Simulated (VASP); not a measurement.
## Be: single point with PBE+D3(BJ)

Be:

```
CELL_PARAMETERS angstrom
2.37596 0.00000 0.00000
0.00000 3.29760 0.00000
0.00000 0.00000 3.29760
ATOMIC_POSITIONS crystal
Be 0.75000 0.75000 0.75000
Be 0.25000 0.25000 0.75000
Be 0.25000 0.75000 0.25000
Be 0.75000 0.25000 0.25000
```

This cell differs from its parent crystal: volume scaled by 0.88, then relaxed in part.

| Item | Value |
| --- | --- |
| Program | VASP 6.6.1 |
| Task | single point |
| Functional | PBE |
| Dispersion | D3(BJ) |
| Potentials or basis | VASP PAW PBE potentials, release 64 (Be) |
| Cutoff | 520 eV |
| k mesh | 16 × 12 × 12 |
| Occupations | gaussian, width 0.1 eV |
| Spin | no spin polarisation |

```
Pressure                   : 21.6 GPa
Band gap on the k mesh     : zero (band 4 reaches 11.57 eV, above the bottom of band 5 at 8.31 eV)
Dispersion energy per atom : -0.438 eV
```

Stress tensor (GPa, compression positive):
```
21.49  0.00  0.00
 0.00 21.63  0.00
 0.00  0.00 21.63
```

Levels at points of the mesh, in eV from the Fermi level:
| k point | band 1 | band 2 | band 3 | band 4 | band 5 | band 6 | band 7 | band 8 | band 9 |
| --- | --- | --- | --- | --- | --- | --- | --- | --- | --- |
| (0.00, 0.00, 0.00) | -13.47 | -5.97 | -5.97 | 1.17 | 1.17 | 4.04 | 4.89 | 4.89 | 10.51 |
| (0.50, 0.00, 0.00) | -8.76 | -8.76 | 0.53 | 0.53 | 0.53 | 0.53 | 0.68 | 0.68 | 11.03 |
| (0.00, 0.50, 0.00) | -11.10 | -11.10 | -2.66 | -2.66 | 2.00 | 2.00 | 7.25 | 7.25 | 12.16 |
| (0.50, 0.50, 0.00) | -6.52 | -6.52 | -6.52 | -6.52 | 3.79 | 3.79 | 3.79 | 3.79 | 9.17 |
| (0.00, 0.50, 0.50) | -8.58 | -8.58 | -8.58 | -8.58 | 10.45 | 10.45 | 10.45 | 10.45 | 11.24 |
| (0.50, 0.50, 0.50) | -6.14 | -6.14 | -6.14 | -6.14 | 0.92 | 0.92 | 0.92 | 0.92 | 14.47 |

It took 34 s on 1 thread of Intel(R) Xeon(R) Platinum 8488C (Sapphire Rapids), with other jobs on the host, peak memory 0.19 GiB.

Caveat: pairwise dispersion overbinds metals, which lowers pressure and volume.
